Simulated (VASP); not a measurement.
MoPd, 2 atoms in the cell. It takes space group R-3m (No. 166, trigonal). Conventional cell: a = 2.775 Å, b = 2.775 Å, c = 13.934 Å, α = 90.00°, β = 90.00°, γ = 120.00°. Mo (site symmetry -3m) has 6 Mo at 2.78 Å and 6 Pd at 2.82 Å within 3.7 Å. Within 3.7 Å of Pd (site symmetry -3m) lie 6 Pd at 2.78 Å and 6 Mo at 2.82 Å. 

* Program: VASP 6.6.1
* Task: relaxation of cell and atoms
* Functional: r2SCAN
* Potentials or basis: VASP PAW PBE potentials, release 64 (Mo_sv, Pd)
* Cutoff: 600 eV
* k mesh: 9 × 9 × 9
* Occupations: fermi-dirac, width 0.05 eV
* Spin: no spin polarisation
* Dipole correction: no
* Further INCAR settings: ALGO = Normal; EDIFF = 1e-06; IBRION = 2; EDIFFG = -0.01; NSW = 80; ISIF = 3

Potentials or basis: VASP PAW PBE potentials, release 64 (Mo_sv, Pd).

The run is started by

```console
$ cat potpaw_PBE.64/Mo_sv/POTCAR potpaw_PBE.64/Pd/POTCAR > POTCAR
$ cp INCAR.step1 INCAR
$ mpirun -np 1 vasp_std > vasp.out
$ cp INCAR.step2 INCAR
$ mpirun -np 1 vasp_std > vasp.out
```

Hardware: 1 thread of Intel(R) Xeon(R) 6975P-C (Granite Rapids), on a shared host.

**Question.** Estimate the wall time of this run.

**Answer.** It took 14 min on 1 thread of Intel(R) Xeon(R) 6975P-C (Granite Rapids), on a shared host, peak memory 0.31 GiB. Counts: k points 85, ion steps 6.
